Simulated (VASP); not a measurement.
# CoSn2 (I4/mcm) in VASP: notebook

CoSn2 is run at these levels: PBEsol; tasks: single point.

All numbers are computed with VASP 6.6.1; they aren't measurements. Logs are shortened: lines on timing, memory, paths and dates and some standing lists are left out, and cuts for length are marked.

## Step 1: The cell of the first run

Symmetry: I4/mcm, No. 140, tetragonal system. Conventional cell: a = 6.115 Å, b = 6.115 Å, c = 5.244 Å, α = 90.00°, β = 90.00°, γ = 90.00°. Within 3.5 Å of Co (site symmetry 422) lie 2 Co at 2.62 Å and 8 Sn at 2.63 Å. Within 3.5 Å of Sn (site symmetry m2m) lie 4 Co at 2.63 Å and 11 Sn at 2.86 to 3.31 Å.

## Step 2: Single point, PBEsol

The input, INCAR:

```
PREC     = Accurate       # precision mode
ENCUT    = 520            # plane-wave cutoff, eV
EDIFF    = 1E-6           # SCF threshold, eV
ISMEAR   = 0              # smearing method
SIGMA    = 0.1            # smearing width, eV
LREAL    = False          # projectors in reciprocal space
LASPH    = True           # aspherical terms in the spheres
NELM     = 80             # most SCF steps
ALGO     = Fast           # electronic algorithm
ISIF     = 2              # what is computed and relaxed
LWAVE    = False          # write WAVECAR
LCHARG   = True           # write CHGCAR
GGA      = PS             # functional
LELF     = True           # ELF
LVHAR    = True         
NBANDS   = 46             # bands
```

The input, KPOINTS:

```
regular mesh
0
Gamma
  8 8 8
```

The input, POSCAR:

```
CoSn2
1.0
   -3.0575402175      3.0575402175      2.6221309901
    3.0575402175     -3.0575402175      2.6221309901
    3.0575402175      3.0575402175     -2.6221309901
Co Sn
2 4
Direct
    0.2500000000      0.2500000000      0.0000000000
    0.7500000000      0.7500000000      0.0000000000
    0.6655537758      0.1655537758      0.8311075517
    0.1655537758      0.3344462242      0.5000000000
    0.3344462242      0.8344462242      0.1688924483
    0.8344462242      0.6655537758      0.5000000000
```

Potentials or basis: VASP PAW PBE potentials, release 64 (Co, Sn_d).

Launch:

```bash
cat potpaw_PBE.64/Co/POTCAR potpaw_PBE.64/Sn_d/POTCAR > POTCAR
mpirun -np 1 vasp_std > vasp.out
```

OUTCAR:

```text
PREC = Accurate
   ENCUT = 520
   EDIFF = 1E-6
   ISMEAR = 0
   LREAL = False
   LASPH = True
   NELM = 80
   ISIF = 2
   GGA = PS

 ion  position               nearest neighbor table
   1  0.250  0.250  0.000-   2 2.62   2 2.62   5 2.63   3 2.63   6 2.63   6 2.63   4 2.63   4 2.63
                             3 2.63   5 2.63
   2  0.750  0.750  0.000-   1 2.62   1 2.62   5 2.63   3 2.63   4 2.63   4 2.63   6 2.63   6 2.63
                             5 2.63   3 2.63
   3  0.666  0.166  0.831-   1 2.63   2 2.63   1 2.63   2 2.63   5 2.86   5 3.00   5 3.00   4 3.23
                             6 3.23   6 3.23   4 3.23   4 3.31   6 3.31   6 3.31   4 3.31
   4  0.166  0.334  0.500-   2 2.63   2 2.63   1 2.63   1 2.63   6 2.86   6 3.00   6 3.00   5 3.23
                             3 3.23   5 3.23   3 3.23   3 3.31   5 3.31   5 3.31   3 3.31
   5  0.334  0.834  0.169-   1 2.63   2 2.63   1 2.63   2 2.63   3 2.86   3 3.00   3 3.00   6 3.23
                             4 3.23   6 3.23   4 3.23   6 3.31   4 3.31   4 3.31   6 3.31
   6  0.834  0.666  0.500-   1 2.63   1 2.63   2 2.63   2 2.63   4 2.86   4 3.00   4 3.00   5 3.23
                             3 3.23   5 3.23   3 3.23   3 3.31   5 3.31   3 3.31   5 3.31

  LATTYP: Found a body centered tetragonal cell.
 ALAT       =     6.1150804350
 C/A-ratio  =     0.8575949304

  Lattice vectors:

 A1 = (  -3.0575402175,   3.0575402175,   2.6221309901)
 A2 = (   3.0575402175,  -3.0575402175,   2.6221309901)
 A3 = (   3.0575402175,   3.0575402175,  -2.6221309901)

Analysis of symmetry for initial positions (statically):
=====================================================================
 Subroutine PRICEL returns:
 Original cell was already a primitive cell.

 Routine SETGRP: Setting up the symmetry group for a
 body centered tetragonal supercell.

 Subroutine GETGRP returns: Found 16 space group operations
 (whereof  8 operations were pure point group operations)
 out of a pool of 16 trial point group operations.

The static configuration has the point symmetry C_4h.
 The point group associated with its full space group is D_4h.

Analysis of symmetry for dynamics (positions and initial velocities):
=====================================================================
 Subroutine PRICEL returns:
 Original cell was already a primitive cell.

 Routine SETGRP: Setting up the symmetry group for a
 body centered tetragonal supercell.

 Subroutine GETGRP returns: Found 16 space group operations
 (whereof  8 operations were pure point group operations)
 out of a pool of 16 trial point group operations.

The dynamic configuration has the point symmetry C_4h.
 The point group associated with its full space group is D_4h.

 Subroutine INISYM returns: Found 16 space group operations
 (whereof  8 operations are pure point group operations),
 and found     1 'primitive' translations

----------------------------------------------------------------------------------------

                                     Primitive cell

  volume of cell :      98.0525

  direct lattice vectors                    reciprocal lattice vectors
    -3.057540218  3.057540218  2.622130990     0.000000000  0.163530147  0.190684600
     3.057540218 -3.057540218  2.622130990     0.163530147  0.000000000  0.190684600
     3.057540218  3.057540218 -2.622130990     0.163530147  0.163530147  0.000000000

  length of vectors
     5.056943276  5.056943276  5.056943276     0.251202559  0.251202559  0.231266551

  position of ions in fractional coordinates (direct lattice)
     0.250000000  0.250000000  0.000000000
     0.750000000  0.750000000  0.000000000
     0.665553776  0.165553776  0.831107552
     0.165553776  0.334446224  0.500000000
     0.334446224  0.834446224  0.168892448
     0.834446224  0.665553776  0.500000000

  ion indices of the primitive-cell ions
   primitive index   ion index
                 1           1
                 2           2
                 3           3
                 4           4
                 5           5
                 6           6

----------------------------------------------------------------------------------------

 KPOINTS: regular mesh

Automatic generation of k-mesh.
 Grid dimensions read from file:
 generate k-points for:    8    8    8

 Generating k-lattice:

  Cartesian coordinates                     Fractional coordinates (reciprocal lattice)
     0.000000000  0.020441268  0.023835575     0.125000000  0.000000000  0.000000000
     0.020441268  0.000000000  0.023835575     0.000000000  0.125000000  0.000000000
     0.020441268  0.020441268  0.000000000     0.000000000  0.000000000  0.125000000

  Length of vectors
     0.031400320  0.031400320  0.028908319

  Shift w.r.t. Gamma in fractional coordinates (k-lattice)
     0.000000000  0.000000000  0.000000000

 Subroutine IBZKPT returns following result:
 ===========================================

 Found     59 irreducible k-points:

 Following reciprocal coordinates:
            Coordinates               Weight
  0.000000  0.000000  0.000000      1.000000
  0.125000 -0.000000  0.000000      8.000000
  0.250000 -0.000000  0.000000      8.000000
  0.375000 -0.000000  0.000000      8.000000
  0.500000 -0.000000  0.000000      4.000000
  0.125000  0.125000  0.000000      8.000000
[... 16 lines left out ...]
  0.250000  0.125000  0.125000     16.000000
  0.375000  0.125000  0.125000      8.000000
 [... further k-points ...]
   k-points           NKPTS =     59   k-points in BZ     NKDIM =     59   number of bands    NBANDS=     46
   number of dos      NEDOS =    301   number of ions     NIONS =      6
   total plane-waves  NPLWV =  64000
   dimension x,y,z NGX =    40 NGY =   40 NGZ =   40
   dimension x,y,z NGXF=    80 NGYF=   80 NGZF=   80
   ions per type =               2   4
   NGX,Y,Z   is equivalent  to a cutoff of  13.15, 13.15, 13.15 a.u.
   NGXF,Y,Z  is equivalent  to a cutoff of  26.30, 26.30, 26.30 a.u.
 SYSTEM =  unknown system
   PREC   = accura    normal or accurate (medium, high low for compatibility)
   ISTART =      0    job   : 0-new  1-cont  2-samecut
   ICHARG =      2    charge: 1-file 2-atom 10-const
   ISPIN  =      1    spin polarized calculation?
   LNONCOLLINEAR =      F non collinear calculations
   LSORBIT =      F    spin-orbit coupling
   LASPH  =      T    aspherical Exc in radial PAW
   ENCUT  =  520.0 eV  38.22 Ry    6.18 a.u.   9.40  9.40  9.40*2*pi/ulx,y,z
   NELM   =     80;   NELMIN=  2; NELMDL= -5     # of ELM steps
   EDIFF  = 0.1E-05   stopping-criterion for ELM
   LREAL  =      F    real-space projection
   EDIFFG = 0.1E-04   stopping-criterion for IOM
   NSW    =      0    number of steps for IOM
   IBRION =     -1    ionic relax: 0-MD 1-quasi-New 2-CG
   NFREE  =      0    steps in history (QN), initial steepest desc. (CG)
   ISIF   =      2    stress and relaxation
   ISYM   =      2    0-nonsym 1-usesym 2-fastsym
   POTIM  = 0.5000    time-step for ionic-motion
   TEBEG  =    0.0;   TEEND  =   0.0 temperature during run
   PSTRESS=    0.0 pullay stress
   NELECT =      74.0000    total number of electrons
   NUPDOWN=      -1.0000    fix difference up-down
   EMIN   =  10.00;   EMAX   =-10.00  energy-range for DOS
   EFERMI =   0.00;   METHOD = LEGACY
   ISMEAR =     0;   SIGMA  =   0.10  broadening in eV -4-tet -1-fermi 0-gaus
   EFERMI_NEDOS =   21; number of points for ismear=-14 and -15
   IALGO  =     68    algorithm
   IMIX   =      4    mixing-type and parameters
     AMIX     =   0.40;   BMIX     =  1.00
     AMIX_MAG =   1.60;   BMIX_MAG =  1.00
  volume/ion in A,a.u.               =      16.34       110.28
  Fermi-wavevector in a.u.,A,eV,Ry     =   1.490502  2.816640 30.226642  2.221596
  Thomas-Fermi vector in A             =   2.603276
   LORBIT       =      0    0 simple, 1 ext, 2 COOP (PROOUT), +10 PAW based schemes
   GGA     = PS    functional components
   LHFCALC =     F    Hartree Fock is set to
   AEXX    =    0.0000 exact exchange contribution
   IVDW    =     0    specifies the selected vdW correction
   LEPSILON=     F    determine dielectric tensor
   LRPA    =     F    only Hartree local field effects (RPA)
 non-spin polarized calculation
 RMM-DIIS sequential band-by-band and
 Gauss-broadening in eV      SIGMA  =   0.10
  energy-cutoff  :      520.00
  volume of cell :       98.05
 maximum number of plane-waves:      2677
 NGX is ok and might be reduce to    40
   NGX = 19   NGY = 19   NGZ = 19

 number of electron      74.0000009 magnetization

 Free energy of the ion-electron system (eV)
  ---------------------------------------------------
  ext. energy  EPLUGINS =         0.00000000
  ---------------------------------------------------
  free energy    TOTEN  =       -33.00867161 eV

  energy without entropy =      -32.99458753  energy(sigma->0) =      -33.00162957

 E-fermi :  12.1561     XC(G=0): -12.5454

 val. band max:       12.1504588362   @ k =  -0.2500   0.3750   0.2500
 cond. band min:      12.1740988329   @ k =   0.2500   0.1250   0.1250
 fundamental gap:      0.0236399967
 Fermi energy:        12.1560749609

 k-point     1 :       0.0000    0.0000    0.0000
  band No.  band energies     occupation
      1      -9.4701      2.00000
      2      -9.4540      2.00000
      3      -9.4156      2.00000
      4      -9.4156      2.00000
      5      -9.4091      2.00000
      6      -9.4057      2.00000
[... 38 lines left out ...]
     45      17.4419      0.00000
     46      18.0579      0.00000

 k-point     2 :       0.1250   -0.0000    0.0000
  band No.  band energies     occupation
      1      -9.4824      2.00000
      2      -9.4590      2.00000
      3      -9.4462      2.00000
      4      -9.4369      2.00000
      5      -9.4262      2.00000
      6      -9.3795      2.00000
[... 38 lines left out ...]
     45      17.5812      0.00000
     46      18.3053      0.00000

 k-point     3 :       0.2500   -0.0000    0.0000
  band No.  band energies     occupation
      1      -9.5073      2.00000
      2      -9.5062      2.00000
      3      -9.4779      2.00000
      4      -9.4230      2.00000
      5      -9.3966      2.00000
      6      -9.3781      2.00000
[... 38 lines left out ...]
     45      17.8156      0.00000
     46      18.0067      0.00000

 k-point     4 :       0.3750   -0.0000    0.0000
  band No.  band energies     occupation
      1      -9.5255      2.00000
      2      -9.5242      2.00000
      3      -9.4961      2.00000
      4      -9.4436      2.00000
      5      -9.3784      2.00000
      6      -9.3637      2.00000
[... 920 lines left out ...]
     45      17.8069      0.00000
     46      18.0080      0.00000

 k-point    23 :       0.2500    0.1250    0.1250
  band No.  band energies     occupation
      1      -9.5356      2.00000
      2      -9.5228      2.00000
      3      -9.4683      2.00000
      4      -9.4402      2.00000
      5      -9.3977      2.00000
      6      -9.3753      2.00000
[... 38 lines left out ...]
     45      16.8772      0.00000
     46      17.7367      0.00000

 k-point    24 :       0.3750    0.1250    0.1250
  band No.  band energies     occupation
      1      -9.5300      2.00000
      2      -9.5300      2.00000
      3      -9.4653      2.00000
      4      -9.4653      2.00000
      5      -9.3880      2.00000
      6      -9.3880      2.00000
[... 38 lines left out ...]
     45      16.7462      0.00000
     46      16.7462      0.00000

 [... further k-points ...]
[... 5 lines left out ...]
  --------------------------------------------------------------------------------------
  -------------------------------------------------------------------------------------
  Total        7.2832448      7.2832448      7.3026128      0.0000000      0.0000000      0.0000000
  in kB      119.0081644    119.0081644    119.3246374      0.0000000      0.0000000      0.0000000
  external PRESSURE =     119.1136554 kB  Pullay stress =       0.0000000 kB

 VOLUME and BASIS-vectors are now :
 -----------------------------------------------------------------------------
  energy-cutoff  :      520.00
  volume of cell :       98.05
      direct lattice vectors                 reciprocal lattice vectors
    -3.057540218  3.057540218  2.622130990     0.000000000  0.163530147  0.190684600
     3.057540218 -3.057540218  2.622130990     0.163530147  0.000000000  0.190684600
     3.057540218  3.057540218 -2.622130990     0.163530147  0.163530147  0.000000000

 POSITION                                       TOTAL-FORCE (eV/Angst)
 -----------------------------------------------------------------------------------
      0.00000      0.00000      1.31107         0.000000      0.000000      0.000000
      0.00000      0.00000      3.93320         0.000000      0.000000      0.000000
      1.01237      4.06991     -0.00000        -0.000887     -0.000887     -0.000000
      2.04517      1.01237      0.00000         0.000887     -0.000887      0.000000
      2.04517     -1.01237      2.62213         0.000887      0.000887      0.000000
      1.01237      2.04517      2.62213        -0.000887      0.000887     -0.000000
 -----------------------------------------------------------------------------------
    total drift:                               -0.000000     -0.000000      0.000000

  FREE ENERGIE OF THE ION-ELECTRON SYSTEM (eV)
  ---------------------------------------------------
  free  energy   TOTEN  =       -33.0086716093 eV

  energy  without entropy=      -32.9945875340  energy(sigma->0) =      -33.00162957
```

Wall time 3.5 min (1 thread of AMD EPYC 9R45 (Zen 5), shared host); peak memory 0.34 GiB.

Results:

| Item | Value |
| --- | --- |
| Free energy | -33.0087 eV |
| Pressure | 11.9 GPa |
| Band gap on the k mesh | zero (bands 37 and 38 overlap by 1.84 eV) |

Levels at points of the mesh, in eV from the Fermi level:
| k point | band 34 | band 35 | band 36 | band 37 | band 38 | band 39 | band 40 | band 41 |
| --- | --- | --- | --- | --- | --- | --- | --- | --- |
| (0.00, 0.00, 0.00) | -1.53 | -1.31 | -1.16 | -0.66 | -0.66 | 0.50 | 0.61 | 0.70 |
| (0.50, 0.00, 0.00) | -1.18 | -0.82 | -0.82 | 0.23 | 0.23 | 2.30 | 2.30 | 3.53 |
| (0.50, 0.50, 0.00) | -1.28 | -1.19 | -0.80 | -0.66 | 0.83 | 0.99 | 1.79 | 3.32 |
| (0.50, 0.50, 0.50) | -0.78 | -0.78 | 0.29 | 0.58 | 1.75 | 2.76 | 2.76 | 2.91 |

Caveat: the cell stands under pressure; the PAW data sets were made with another functional, which shifts forces and pressure a little; spin-orbit coupling is left out, which moves the levels of the heavy elements; the run has no spin polarisation, though such a crystal can be magnetic.

(Continued in part 2 of 2.)
